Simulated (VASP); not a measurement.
Set up this calculation in VASP 6.6.1, as the native input.

| Item | Value |
| --- | --- |
| Task | single point |
| Functional | PBE |
| Potentials or basis | VASP PAW PBE potentials, release 64 (Cd, Hg, Te) |
| Cutoff | 520 eV |
| k mesh | 10 × 10 × 4 |
| Occupations | gaussian, width 0.1 eV |
| Spin | no spin polarisation |
| Dipole correction | no |
| Further INCAR settings | ALGO = Normal; EDIFF = 1e-07; NBANDS = 46 |

The structure of Cd3HgTe4 lies in POSCAR:

```
Cd3HgTe4
1.0
    4.3180654428      0.0000000000      0.0000000000
    0.0000000000      4.3180654428      0.0000000000
    0.0000000000      0.0000000000     12.3794093549
Cd Hg Te
3 1 4
Direct
    0.5000000000      0.5000000000      0.2509647254
    0.0000000000      0.0000000000      0.5000000000
    0.5000000000      0.5000000000      0.7490352746
    0.0000000000      0.0000000000      0.0000000000
    0.0000000000      0.0000000000      0.2579778024
    0.5000000000      0.5000000000      0.5000000000
    0.0000000000      0.0000000000      0.7420221976
    0.5000000000      0.5000000000      0.0000000000
```

One way to write it, as run:

INCAR

```
SYSTEM = Cd3HgTe4
ALGO = Normal ; EDIFF = 1E-7
ENCUT = 520 ; GGA = PE
ISIF = 2 ; ISMEAR = 0
LASPH = .TRUE. ; LCHARG = .FALSE.
LREAL = .FALSE. ; LWAVE = .FALSE.
NBANDS = 46 ; NELM = 80
PREC = Accurate ; SIGMA = 0.1
```

KPOINTS

```
k-points
0
G
  10 10 4
  0 0 0
```

Potentials or basis: VASP PAW PBE potentials, release 64 (Cd, Hg, Te).

Command:

```console
$ cat potpaw_PBE.64/Cd/POTCAR potpaw_PBE.64/Hg/POTCAR potpaw_PBE.64/Te/POTCAR > POTCAR
$ mpirun -np 1 vasp_std > vasp.out
```

Results of the run:

| Item | Value |
| --- | --- |
| Pressure | 0.1 GPa |
| Largest force | 0.005 eV/Å |
| Band gap on the k mesh | zero (band 36 reaches 4.15 eV, above the bottom of band 37 at 1.94 eV) |

Caveat: spin-orbit coupling is left out, which moves the levels of the heavy elements.

It took 20 min on 1 thread of Oxide Virtual Turin-like Processor, with other jobs on the host, peak memory 0.68 GiB.
